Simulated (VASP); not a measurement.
# HfN (I4/mmm) in VASP: single point with PBEsol

Aim: the single point of HfN with PBEsol.

All numbers are computed with VASP 6.6.1; they aren't measurements. Logs are shortened: lines on timing, memory, paths and dates and some standing lists are left out, and cuts for length are marked.

## 1. The cell of the first run

Symmetry: I4/mmm, No. 139, tetragonal system. The conventional cell has a = 3.263 Å, b = 3.263 Å, c = 4.727 Å, α = 90.00°, β = 90.00°, γ = 90.00°. Within 3.0 Å of Hf (site symmetry 4/mmm) lie 6 N at 2.31 to 2.36 Å. Within 3.0 Å of N (site symmetry 4/mmm) lie 6 Hf at 2.31 to 2.36 Å.

## 2. Single point, PBEsol (strain +0.025 along x and y, +0.050 along z)

File INCAR:

```
SYSTEM = HfN
ALGO = Normal ; EDIFF = 1E-6
ENCUT = 600 ; GGA = PS
GGA_COMPAT = .False. ; ISIF = 2
ISMEAR = 0 ; LASPH = .True.
LCHARG = .False. ; LREAL = .False.
LWAVE = .False. ; NBANDS = 14
NELM = 120 ; PREC = Accurate
SIGMA = 0.15
```

File KPOINTS:

```
k-points
0
Gamma
  22 22 22
  0 0 0
```

File POSCAR:

```
HfN
1.0
    0.0000000000      2.3070451518      2.3633145458
    2.3070451518      0.0000000000      2.3633145458
    2.3070451518      2.3070451518      0.0000000000
Hf N
1 1
Direct
    0.0000000000      0.0000000000      0.0000000000
    0.5000000000      0.5000000000      0.5000000000
```

Potentials or basis: VASP PAW PBE potentials, release 64 (Hf_pv, N).

Started as:

```
> cat potpaw_PBE.64/Hf_pv/POTCAR potpaw_PBE.64/N/POTCAR > POTCAR
> mpirun -np 1 vasp_std > vasp.out
```

OUTCAR:

```text
SYSTEM = HfN
   EDIFF = 1E-6
   ENCUT = 600
   GGA = PS
   ISIF = 2
   ISMEAR = 0
   LASPH = .True.
   LREAL = .False.
   NELM = 120
   PREC = Accurate

 ion  position               nearest neighbor table
   1  0.000  0.000  0.000-   2 2.31   2 2.31   2 2.31   2 2.31   2 2.36   2 2.36
   2  0.500  0.500  0.500-   1 2.31   1 2.31   1 2.31   1 2.31   1 2.36   1 2.36

  LATTYP: Found a body centered tetragonal cell.
 ALAT       =     3.2626545427
 C/A-ratio  =     1.4487065761

  Lattice vectors:

 A1 = (  -2.3070451518,   0.0000000000,   2.3633145458)
 A2 = (   2.3070451518,   0.0000000000,   2.3633145458)
 A3 = (   0.0000000000,   2.3070451518,  -2.3633145458)

Analysis of symmetry for initial positions (statically):
=====================================================================
 Subroutine PRICEL returns:
 Original cell was already a primitive cell.

 Routine SETGRP: Setting up the symmetry group for a
 body centered tetragonal supercell.

 Subroutine GETGRP returns: Found 16 space group operations
 (whereof 16 operations were pure point group operations)
 out of a pool of 16 trial point group operations.

The static configuration has the point symmetry D_4h.

Analysis of symmetry for dynamics (positions and initial velocities):
=====================================================================
 Subroutine PRICEL returns:
 Original cell was already a primitive cell.

 Routine SETGRP: Setting up the symmetry group for a
 body centered tetragonal supercell.

 Subroutine GETGRP returns: Found 16 space group operations
 (whereof 16 operations were pure point group operations)
 out of a pool of 16 trial point group operations.

The dynamic configuration has the point symmetry D_4h.

 Subroutine INISYM returns: Found 16 space group operations
 (whereof 16 operations are pure point group operations),
 and found     1 'primitive' translations

----------------------------------------------------------------------------------------

                                     Primitive cell

  volume of cell :      25.1573

  direct lattice vectors                    reciprocal lattice vectors
     0.000000000  2.307045152  2.363314546    -0.216727444  0.216727444  0.211567267
     2.307045152  0.000000000  2.363314546     0.216727444 -0.216727444  0.211567267
     2.307045152  2.307045152  0.000000000     0.216727444  0.216727444 -0.211567267

  length of vectors
     3.302682694  3.302682694  3.262654543     0.372427549  0.372427549  0.372427549

  position of ions in fractional coordinates (direct lattice)
     0.000000000  0.000000000  0.000000000
     0.500000000  0.500000000  0.500000000

  ion indices of the primitive-cell ions
   primitive index   ion index
[... 88 lines left out ...]
   EFERMI =   0.00;   METHOD = LEGACY
   ISMEAR =     0;   SIGMA  =   0.15  broadening in eV -4-tet -1-fermi 0-gaus
   EFERMI_NEDOS =   21; number of points for ismear=-14 and -15
   IALGO  =     38    algorithm
   IMIX   =      4    mixing-type and parameters
     AMIX     =   0.40;   BMIX     =  1.00
     AMIX_MAG =   1.60;   BMIX_MAG =  1.00
  volume/ion in A,a.u.               =      12.58        84.88
  Fermi-wavevector in a.u.,A,eV,Ry     =   1.377899  2.603851 25.832094  1.898605
  Thomas-Fermi vector in A             =   2.503010
   LORBIT       =      0    0 simple, 1 ext, 2 COOP (PROOUT), +10 PAW based schemes
   GGA     = PS    functional components
   LHFCALC =     F    Hartree Fock is set to
   AEXX    =    0.0000 exact exchange contribution
   IVDW    =     0    specifies the selected vdW correction
   LEPSILON=     F    determine dielectric tensor
   LRPA    =     F    only Hartree local field effects (RPA)
 non-spin polarized calculation
 Gauss-broadening in eV      SIGMA  =   0.15
  energy-cutoff  :      600.00
  volume of cell :       25.16
 maximum number of plane-waves:       885
   NGX = 13   NGY = 13   NGZ = 13

 number of electron      15.0000000 magnetization

 Free energy of the ion-electron system (eV)
  ---------------------------------------------------
  ext. energy  EPLUGINS =         0.00000000
  ---------------------------------------------------
  free energy    TOTEN  =       -22.77947394 eV

  energy without entropy =      -22.77214733  energy(sigma->0) =      -22.77581063

 E-fermi :   7.4317     XC(G=0): -12.4425

 val. band max:        7.4314605748   @ k =   0.0909   0.0000   0.0000
 cond. band min:       7.4364887328   @ k =   0.4545   0.1818   0.0000
 fundamental gap:      0.0050281580
 Fermi energy:         7.4316945222

 k-point     1 :       0.0000    0.0000    0.0000
  band No.  band energies     occupation
      1     -23.9796      2.00000
      2     -23.9454      2.00000
      3     -23.9454      2.00000
      4      -9.4830      2.00000
      5       4.5093      2.00000
      6       4.5909      2.00000
      7       4.5909      2.00000
      8       6.9517      1.99999
      9       7.1983      1.97224
     10       7.1983      1.97224
     11       8.2549      0.00000
     12       9.2295      0.00000
     13       9.3400      0.00000
     14      16.7778      0.00000
[... 377 lines left out ...]
      1     -24.6417      2.00000
      2     -24.0585      2.00000
      3     -23.9997      2.00000
      4      -7.2079      2.00000
      5      -0.8774      2.00000
      6       1.7126      2.00000
      7       1.7213      2.00000
      8      10.0791      0.00000
      9      10.5526      0.00000
     10      10.6612      0.00000
     11      11.8018      0.00000
     12      14.7957      0.00000
     13      15.5662      0.00000
     14      18.0996      0.00000

 [... further k-points ...]

------------------------ aborting loop because EDIFF is reached ----------------------------------------

  FORCE on cell =-STRESS in cart. coord.  units (eV):
  Direction    XX          YY          ZZ          XY          YZ          ZX
  --------------------------------------------------------------------------------------
  -------------------------------------------------------------------------------------
  Total       -3.4575318     -3.4575318     -4.5609914      0.0000000      0.0000000     -0.0000000
  in kB     -220.1978364   -220.1978364   -290.4732382      0.0000000      0.0000000     -0.0000000
  external PRESSURE =    -243.6229703 kB  Pullay stress =       0.0000000 kB

 VOLUME and BASIS-vectors are now :
 -----------------------------------------------------------------------------
  energy-cutoff  :      600.00
  volume of cell :       25.16
      direct lattice vectors                 reciprocal lattice vectors
     0.000000000  2.307045152  2.363314546    -0.216727444  0.216727444  0.211567267
     2.307045152  0.000000000  2.363314546     0.216727444 -0.216727444  0.211567267
     2.307045152  2.307045152  0.000000000     0.216727444  0.216727444 -0.211567267

 POSITION                                       TOTAL-FORCE (eV/Angst)
 -----------------------------------------------------------------------------------
      0.00000      0.00000      0.00000         0.000000     -0.000000      0.000000
      2.30705      2.30705      2.36331        -0.000000      0.000000     -0.000000
 -----------------------------------------------------------------------------------
    total drift:                                0.000000      0.000000      0.000000

  FREE ENERGIE OF THE ION-ELECTRON SYSTEM (eV)
  ---------------------------------------------------
  free  energy   TOTEN  =       -22.7794739364 eV

  energy  without entropy=      -22.7721473307  energy(sigma->0) =      -22.77581063
```

OSZICAR:

```text
N       E                     dE             d eps       ncg     rms          rms(c)
DAV:   1     0.422127286656E+02    0.42213E+02   -0.84373E+03 23392   0.112E+03
DAV:   2    -0.231159543433E+02   -0.65329E+02   -0.60743E+02 31010   0.254E+02
DAV:   3    -0.255315302349E+02   -0.24156E+01   -0.24018E+01 27656   0.406E+01
DAV:   4    -0.255424272419E+02   -0.10897E-01   -0.10894E-01 27354   0.310E+00
DAV:   5    -0.255425068595E+02   -0.79618E-04   -0.79617E-04 27532   0.238E-01    0.424E+01
DAV:   6    -0.229483412570E+02    0.25942E+01   -0.76789E+00 26658   0.211E+01    0.367E+01
DAV:   7    -0.228213377487E+02    0.12700E+00   -0.49837E-01 28890   0.615E+00    0.242E+01
DAV:   8    -0.227896526383E+02    0.31685E-01   -0.19119E-01 26238   0.364E+00    0.617E+00
DAV:   9    -0.227796259570E+02    0.10027E-01   -0.26892E-02 25578   0.132E+00    0.205E+00
DAV:  10    -0.227795157076E+02    0.11025E-03   -0.12670E-03 31578   0.326E-01    0.514E-01
DAV:  11    -0.227794750955E+02    0.40612E-04   -0.83644E-05 29256   0.881E-02    0.919E-02
DAV:  12    -0.227794740222E+02    0.10733E-05   -0.82627E-06 29186   0.242E-02    0.103E-02
DAV:  13    -0.227794739364E+02    0.85790E-07   -0.13388E-07 16440   0.375E-03
   1 F= -.22779474E+02 E0= -.22775811E+02  d E =-.732661E-02
```

stdout:

```text
POSCAR found type information on POSCAR HfN
 POSCAR found :  2 types and       2 ions
 scaLAPACK will be used
 -----------------------------------------------------------------------------
|                                                                             |
|                                                                             |
|     You enforced a specific xc type in the INCAR file but a different       |
|     I HOPE YOU KNOW WHAT YOU ARE DOING!                                     |
|                                                                             |
 -----------------------------------------------------------------------------

 LDA part: xc-table for (Slater+PW92), standard interpolation
 POSCAR, INCAR and KPOINTS ok, starting setup
 FFT: planning ... GRIDC
 FFT: planning ... GRID_SOFT
 FFT: planning ... GRID
 WAVECAR not read
 entering main loop
```

Run time: 4 min. Hardware: 1 thread of Intel Xeon Platinum 8488C (Sapphire Rapids), shared host; peak memory 0.49 GiB.

Results:

* Free energy: -22.7795 eV
* Pressure: -24.4 GPa
* Band gap on the k mesh: zero (an odd number of electrons rules out a gap without spin polarisation)

Levels at points of the mesh, in eV from the Fermi level:
```tsv
k point	band 4	band 5	band 6	band 7	band 8	band 9	band 10	band 11	band 12	band 13
(0.00, 0.00, 0.00)	-16.91	-2.92	-2.84	-2.84	-0.48	-0.23	-0.23	0.82	1.80	1.91
(0.50, 0.00, 0.00)	-14.60	-8.39	-5.75	-5.74	2.92	3.23	3.38	3.96	7.57	8.14
(0.50, 0.50, 0.00)	-15.86	-5.49	-3.52	-3.52	-3.42	3.64	4.67	4.89	4.89	6.73
(0.50, 0.00, 0.50)	-15.83	-5.28	-3.65	-3.58	-3.47	3.56	4.72	4.75	5.06	6.97
```

Caveat: the cell differs from its parent crystal (strain +0.025 along x and y, +0.050 along z); the cell stands under tension; the PAW data sets were made with another functional, which shifts forces and pressure a little; spin-orbit coupling is left out, which moves the levels of the heavy elements.
